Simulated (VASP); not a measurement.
# BaTiO3 (P4mm) in VASP: further runs, part 2 of 2

VASP 6.6.1. The steps go on from the part before.

### Step 3. Electric field gradients, PBEsol (12.98 Å³/atom)

This run uses another cell than the first one, of 12.98 Å³/atom.

INCAR reads:

```
PREC = Accurate ; ENCUT = 520
EDIFF = 1E-8 ; ISMEAR = -1
SIGMA = 0.08 ; LREAL = False
LASPH = True ; NELM = 100
ALGO = Normal ; ISIF = 2
LWAVE = False ; LCHARG = False
GGA = PS ; LEFG = True
NBANDS = 28
```

KPOINTS reads:

```
regular mesh
0
Gamma
  7 7 7
```

POSCAR reads:

```
BaTiO3
1.0
    4.0130884697      0.0000000000      0.0000000000
    0.0000000000      4.0130884697      0.0000000000
    0.0000000000      0.0000000000      4.0313489353
Ba Ti O
1 1 3
Direct
    0.0000000000      0.0000000000      0.0000000000
    0.5000000000      0.5000000000      0.4820000000
    0.5000000000      0.5000000000      0.0160000000
    0.5000000000      0.0000000000      0.5150000000
    0.0000000000      0.5000000000      0.5150000000
```

Potentials or basis: VASP PAW PBE potentials, release 64 (Ba_sv, Ti_sv, O).

Command:

```console
$ cat potpaw_PBE.64/Ba_sv/POTCAR potpaw_PBE.64/Ti_sv/POTCAR potpaw_PBE.64/O/POTCAR > POTCAR
$ mpirun -np 1 vasp_std > vasp.out
```

OUTCAR:

```text
PREC = Accurate
   ENCUT = 520
   EDIFF = 1E-8
   ISMEAR = -1
   LREAL = False
   LASPH = True
   NELM = 100
   ISIF = 2
   GGA = PS

 ion  position               nearest neighbor table
   1  0.000  0.000  0.000-   4 2.80   5 2.80   5 2.80   4 2.80   3 2.84   3 2.84   3 2.84   3 2.84
                             4 2.89   5 2.89   5 2.89   4 2.89   2 3.44   2 3.44   2 3.44   2 3.44
   2  0.500  0.500  0.482-   3 1.88   4 2.01   5 2.01   4 2.01   5 2.01   3 2.15   1 3.44   1 3.44
                             1 3.44   1 3.44   1 3.52   1 3.52   1 3.52   1 3.52
   3  0.500  0.500  0.016-   2 1.88   2 2.15   1 2.84   1 2.84   1 2.84   1 2.84
   4  0.500  0.000  0.515-   2 2.01   2 2.01   1 2.80   1 2.80   1 2.89   1 2.89
   5  0.000  0.500  0.515-   2 2.01   2 2.01   1 2.80   1 2.80   1 2.89   1 2.89

  LATTYP: Found a simple tetragonal cell.
 ALAT       =     4.0130884697
 C/A-ratio  =     1.0045502275

  Lattice vectors:

 A1 = (   4.0130884697,   0.0000000000,   0.0000000000)
 A2 = (   0.0000000000,   4.0130884697,   0.0000000000)
 A3 = (   0.0000000000,   0.0000000000,   4.0313489353)

Analysis of symmetry for initial positions (statically):
=====================================================================
 Subroutine PRICEL returns:
 Original cell was already a primitive cell.

 Routine SETGRP: Setting up the symmetry group for a
 simple tetragonal supercell.

 Subroutine GETGRP returns: Found  8 space group operations
 (whereof  8 operations were pure point group operations)
 out of a pool of 16 trial point group operations.

The static configuration has the point symmetry C_4v.

[... 923 lines left out ...]
  --------------------------------------------------------------------------------------
  -------------------------------------------------------------------------------------
  Total       -1.5914978     -1.5914978     -0.9788492      0.0000000      0.0000000      0.0000000
  in kB      -39.2743293    -39.2743293    -24.1556386      0.0000000      0.0000000      0.0000000
  external PRESSURE =     -34.2347658 kB  Pullay stress =       0.0000000 kB

 VOLUME and BASIS-vectors are now :
 -----------------------------------------------------------------------------
  energy-cutoff  :      520.00
  volume of cell :       64.92
      direct lattice vectors                 reciprocal lattice vectors
     4.013088470  0.000000000  0.000000000     0.249184639  0.000000000  0.000000000
     0.000000000  4.013088470  0.000000000     0.000000000  0.249184639  0.000000000
     0.000000000  0.000000000  4.031348935     0.000000000  0.000000000  0.248055928

 POSITION                                       TOTAL-FORCE (eV/Angst)
 -----------------------------------------------------------------------------------
      0.00000      0.00000      0.00000        -0.000000     -0.000000     -0.088541
      2.00654      2.00654      1.94311        -0.000000      0.000000     -0.009213
      2.00654      2.00654      0.06450        -0.000000      0.000000      0.434016
      2.00654      0.00000      2.07614        -0.000000     -0.000000     -0.168131
      0.00000      2.00654      2.07614         0.000000     -0.000000     -0.168131
 -----------------------------------------------------------------------------------
    total drift:                                0.000000      0.000000     -0.000137

  FREE ENERGIE OF THE ION-ELECTRON SYSTEM (eV)
  ---------------------------------------------------
  free  energy   TOTEN  =       -41.9777643838 eV

  energy  without entropy=      -41.9777626937  energy(sigma->0) =      -41.97776354

 Electric field gradients (V/A^2)
---------------------------------------------------------------------
 ion       V_xx      V_yy      V_zz      V_xy      V_xz      V_yz
---------------------------------------------------------------------
   1       2.212     2.212    -4.424    -0.000    -0.000     0.000
   2       1.142     1.142    -2.285     0.000    -0.000     0.000
   3      -7.517    -7.517    15.034     0.000    -0.000    -0.000
   4     -12.618    26.237   -13.618     0.000     0.000    -0.000
   5      26.237   -12.618   -13.618     0.000    -0.000     0.000
---------------------------------------------------------------------

 Electric field gradients after diagonalization (V/A^2)
 (convention: |V_zz| > |V_xx| > |V_yy|)
----------------------------------------------------------------------
 ion       V_xx      V_yy      V_zz     asymmetry (V_yy - V_xx)/ V_zz
----------------------------------------------------------------------
   1       2.212     2.212    -4.424       0.000
   2       1.142     1.142    -2.285       0.000
   3      -7.517    -7.517    15.034       0.000
   4     -13.618   -12.618    26.237       0.038
   5     -13.618   -12.618    26.237       0.038
----------------------------------------------------------------------

           NMR quadrupolar parameters

 Cq : quadrupolar parameter    Cq=e*Q*V_zz/h
 eta: asymmetry parameters     (V_yy - V_xx)/ V_zz
 Q  : nuclear electric quadrupole moment in mb (millibarn)
----------------------------------------------------------------------
 ion       Cq(MHz)       eta       Q (mb)
----------------------------------------------------------------------
   1      -0.011       0.000       1.000
   2      -0.006       0.000       1.000
   3       0.036       0.000       1.000
   4       0.063       0.038       1.000
   5       0.063       0.038       1.000
----------------------------------------------------------------------
```

stdout:

```text
POSCAR found type information on POSCAR BaTiO
 POSCAR found :  3 types and       5 ions
 scaLAPACK will be used
 -----------------------------------------------------------------------------
|                                                                             |
|                                                                             |
|     You enforced a specific xc type in the INCAR file but a different       |
|     I HOPE YOU KNOW WHAT YOU ARE DOING!                                     |
|                                                                             |
 -----------------------------------------------------------------------------

 LDA part: xc-table for (Slater+PW92), standard interpolation
 POSCAR, INCAR and KPOINTS ok, starting setup
 FFT: planning ... GRIDC
 FFT: planning ... GRID_SOFT
 FFT: planning ... GRID
 WAVECAR not read
 entering main loop
ion   1

ion   2

ion   3

ion   4

ion   5
```

It took 2 min on 1 thread of Intel Xeon 8259CL, shared host; peak memory 0.22 GiB.

What came out:

```
Free energy                             : -41.9778 eV
Pressure                                : -3.4 GPa
Largest force                           : 0.434 eV/Å
Band gap on the k mesh                  : 1.81 eV (least direct gap 2.05 eV)
Largest electric field gradient by atom : Ba -4.4; Ti -2.3; O +15.0, +26.2 (each value once) V/Å²
```

Forces in eV/Å, atoms in the order of the input:
```
Ba   0.000  0.000 -0.089
Ti   0.000  0.000 -0.009
O    0.000  0.000  0.434
O    0.000  0.000 -0.168
O    0.000  0.000 -0.168
```

Electric field gradients, principal values (V/Å²):
| atom | least | middle | greatest (by size) |
| --- | --- | --- | --- |
| 1 Ba | 2.212 | 2.212 | -4.424 |
| 2 Ti | 1.142 | 1.142 | -2.285 |
| 3 O | -7.517 | -7.517 | 15.034 |
| 4 O | -12.618 | -13.618 | 26.237 |
| 5 O | -12.618 | -13.618 | 26.237 |

Caveat: the cell stands under tension; without QUAD_EFG the Cq values of the log hold for a quadrupole moment of 1 mb, not for the nuclei; the PAW data sets were made with another functional, which shifts forces and pressure a little; spin-orbit coupling is left out, which moves the levels of the heavy elements. A k mesh can miss the band edges.

### Step 4. Electric field gradients, PBEsol (13.37 Å³/atom)

This run uses another cell than the first one, of 13.37 Å³/atom.

INCAR reads:

```
ALGO     = Normal         # electronic algorithm
EDIFF    = 1E-8           # SCF threshold, eV
ENCUT    = 520            # plane-wave cutoff, eV
GGA      = PS             # functional
ISIF     = 2              # what is computed and relaxed
ISMEAR   = -1             # smearing method
LASPH    = True           # aspherical terms in the spheres
LCHARG   = False          # write CHGCAR
LEFG     = True         
LREAL    = False          # projectors in reciprocal space
LWAVE    = False          # write WAVECAR
NBANDS   = 28             # bands
NELM     = 60             # most SCF steps
PREC     = Accurate       # precision mode
SIGMA    = 0.08           # smearing width, eV
```

KPOINTS reads:

```
k-points
0
Gamma
  7 7 7
```

POSCAR, as its differences from that of step 3:

```diff
@@ -2,5 +2,5 @@
 1.0
-    4.0130884697      0.0000000000      0.0000000000
-    0.0000000000      4.0130884697      0.0000000000
-    0.0000000000      0.0000000000      4.0313489353
+    4.0524349834      0.0000000000      0.0000000000
+    0.0000000000      4.0524349834      0.0000000000
+    0.0000000000      0.0000000000      4.0708744846
 Ba Ti O
```

Potentials or basis: VASP PAW PBE potentials, release 64 (Ba_sv, Ti_sv, O).

Command:

```console
$ cat potpaw_PBE.64/Ba_sv/POTCAR potpaw_PBE.64/Ti_sv/POTCAR potpaw_PBE.64/O/POTCAR > POTCAR
$ mpirun -np 1 vasp_std > vasp.out
```

OUTCAR:

```text
EDIFF = 1E-8
   ENCUT = 520
   GGA = PS
   ISIF = 2
   ISMEAR = -1
   LASPH = True
   LREAL = False
   NELM = 60
   PREC = Accurate

 ion  position               nearest neighbor table
   1  0.000  0.000  0.000-   4 2.83   5 2.83   5 2.83   4 2.83   3 2.87   3 2.87   3 2.87   3 2.87
                             4 2.92   5 2.92   5 2.92   4 2.92   2 3.47   2 3.47   2 3.47   2 3.47
   2  0.500  0.500  0.482-   3 1.90   4 2.03   5 2.03   4 2.03   5 2.03   3 2.17   1 3.47   1 3.47
                             1 3.47   1 3.47   1 3.56   1 3.56   1 3.56   1 3.56
   3  0.500  0.500  0.016-   2 1.90   2 2.17   1 2.87   1 2.87   1 2.87   1 2.87
   4  0.500  0.000  0.515-   2 2.03   2 2.03   1 2.83   1 2.83   1 2.92   1 2.92
   5  0.000  0.500  0.515-   2 2.03   2 2.03   1 2.83   1 2.83   1 2.92   1 2.92

  LATTYP: Found a simple tetragonal cell.
 ALAT       =     4.0524349834
 C/A-ratio  =     1.0045502275

  Lattice vectors:

 A1 = (   4.0524349834,   0.0000000000,   0.0000000000)
 A2 = (   0.0000000000,   4.0524349834,   0.0000000000)
 A3 = (   0.0000000000,   0.0000000000,   4.0708744846)

Analysis of symmetry for initial positions (statically):
=====================================================================
 Subroutine PRICEL returns:
[... 956 lines left out ...]
 -----------------------------------------------------------------------------------
    total drift:                                0.000000      0.000000      0.000035

  FREE ENERGIE OF THE ION-ELECTRON SYSTEM (eV)
  ---------------------------------------------------
  free  energy   TOTEN  =       -41.9115492813 eV

  energy  without entropy=      -41.9115467889  energy(sigma->0) =      -41.91154804

 Electric field gradients (V/A^2)
---------------------------------------------------------------------
 ion       V_xx      V_yy      V_zz      V_xy      V_xz      V_yz
---------------------------------------------------------------------
   1       2.202     2.202    -4.405     0.000     0.000     0.000
   2       1.134     1.134    -2.268     0.000    -0.000    -0.000
   3      -8.736    -8.736    17.472     0.000     0.000    -0.000
   4     -13.847    28.632   -14.785    -0.000     0.000    -0.000
   5      28.632   -13.847   -14.785     0.000     0.000     0.000
---------------------------------------------------------------------

 Electric field gradients after diagonalization (V/A^2)
 (convention: |V_zz| > |V_xx| > |V_yy|)
----------------------------------------------------------------------
 ion       V_xx      V_yy      V_zz     asymmetry (V_yy - V_xx)/ V_zz
----------------------------------------------------------------------
   1       2.202     2.202    -4.405       0.000
   2       1.134     1.134    -2.268       0.000
   3      -8.736    -8.736    17.472       0.000
   4     -14.785   -13.847    28.632       0.033
   5     -14.785   -13.847    28.632       0.033
----------------------------------------------------------------------

           NMR quadrupolar parameters

 Cq : quadrupolar parameter    Cq=e*Q*V_zz/h
 eta: asymmetry parameters     (V_yy - V_xx)/ V_zz
 Q  : nuclear electric quadrupole moment in mb (millibarn)
----------------------------------------------------------------------
 ion       Cq(MHz)       eta       Q (mb)
----------------------------------------------------------------------
   1      -0.011       0.000       1.000
   2      -0.005       0.000       1.000
   3       0.042       0.000       1.000
   4       0.069       0.033       1.000
   5       0.069       0.033       1.000
----------------------------------------------------------------------
```

OSZICAR:

```text
N       E                     dE             d eps       ncg     rms          rms(c)
DAV:   1     0.424898802615E+03    0.42490E+03   -0.20786E+04  2240   0.154E+03
DAV:   2    -0.661493739778E+01   -0.43151E+03   -0.41199E+03  2540   0.421E+02
DAV:   3    -0.500857690221E+02   -0.43471E+02   -0.43111E+02  3092   0.132E+02
DAV:   4    -0.522283745430E+02   -0.21426E+01   -0.21375E+01  3384   0.249E+01
DAV:   5    -0.522901287840E+02   -0.61754E-01   -0.61741E-01  2988   0.323E+00    0.219E+01
DAV:   6    -0.422673087850E+02    0.10023E+02   -0.54349E+01  3284   0.639E+01    0.999E+00
DAV:   7    -0.421356074545E+02    0.13170E+00   -0.10590E+01  3052   0.232E+01    0.652E+00
DAV:   8    -0.419196407042E+02    0.21597E+00   -0.73640E-01  2764   0.751E+00    0.321E+00
DAV:   9    -0.419437156844E+02   -0.24075E-01   -0.35015E-01  3224   0.480E+00    0.163E+00
DAV:  10    -0.419150287196E+02    0.28687E-01   -0.15998E-01  2676   0.401E+00    0.515E-01
DAV:  11    -0.419117844910E+02    0.32442E-02   -0.12757E-02  2896   0.701E-01    0.158E-01
DAV:  12    -0.419115889440E+02    0.19555E-03   -0.11750E-03  2580   0.223E-01    0.455E-02
DAV:  13    -0.419115531016E+02    0.35842E-04   -0.13706E-04  3044   0.110E-01    0.208E-02
DAV:  14    -0.419115526891E+02    0.41247E-06   -0.36159E-05  3168   0.451E-02    0.172E-02
DAV:  15    -0.419115497812E+02    0.29079E-05   -0.20977E-05  3112   0.410E-02    0.638E-03
DAV:  16    -0.419115493417E+02    0.43949E-06   -0.28707E-06  2936   0.157E-02    0.226E-03
DAV:  17    -0.419115492745E+02    0.67248E-07   -0.47316E-07  2912   0.674E-03    0.693E-04
DAV:  18    -0.419115492813E+02   -0.68712E-08   -0.23057E-08  2184   0.133E-03
   1 F= -.41911549E+02 E0= -.41911548E+02  d E =-.249242E-05
```

Wall time 2.3 min (1 thread of Intel Xeon 8259CL, shared host); peak memory 0.22 GiB.

What came out:

| Property | Result |
| --- | --- |
| Free energy | -41.9115 eV |
| Pressure | -7.8 GPa |
| Largest force | 0.637 eV/Å |
| Band gap on the k mesh | 1.75 eV (least direct gap 2.01 eV) |
| Largest electric field gradient by atom | Ba -4.4; Ti -2.3; O +17.5, +28.6 (each value once) V/Å² |

Forces in eV/Å, atoms in the order of the input:
```
Ba   0.000  0.000 -0.104
Ti   0.000  0.000 -0.172
O    0.000  0.000  0.637
O    0.000  0.000 -0.180
O    0.000  0.000 -0.180
```

Electric field gradients, principal values (V/Å²):
```
atom    least   middle  greatest (by size)
1 Ba    2.202    2.202              -4.405
2 Ti    1.134    1.134              -2.268
 3 O   -8.736   -8.736              17.472
 4 O  -13.847  -14.785              28.632
 5 O  -13.847  -14.785              28.632
```

Caveat: the cell stands under tension; without QUAD_EFG the Cq values of the log hold for a quadrupole moment of 1 mb, not for the nuclei; the PAW data sets were made with another functional, which shifts forces and pressure a little; spin-orbit coupling is left out, which moves the levels of the heavy elements. A k mesh can miss the band edges.

### Step 5. Overview

| cell | gap on the mesh (eV) | pressure (GPa) | largest force (eV/Å) |
| --- | --- | --- | --- |
| a = 4.000, b = 4.000, c = 4.018 Å, 5 atoms | 1.83 | -1.8 | 0.36 |
| a = 4.013, b = 4.013, c = 4.031 Å, 5 atoms | 1.81 | -3.4 | 0.43 |
| a = 4.052, b = 4.052, c = 4.071 Å, 5 atoms | 1.75 | -7.8 | 0.64 |

Alike in all rows: task electric field gradients; level PBEsol; potentials or basis VASP PAW PBE potentials, release 64 (Ba_sv, Ti_sv, O); no spin polarisation; k mesh 7 × 7 × 7; cutoff (eV) 520; smearing fermi-dirac 0.08 eV.

Caveats: the PAW data sets were made with another functional, which shifts forces and pressure a little; spin-orbit coupling is left out, which moves the levels of the heavy elements; the cell stands under tension (at least some runs).

Total energies depend on the potentials used, so only differences within one code and one set of settings carry meaning.
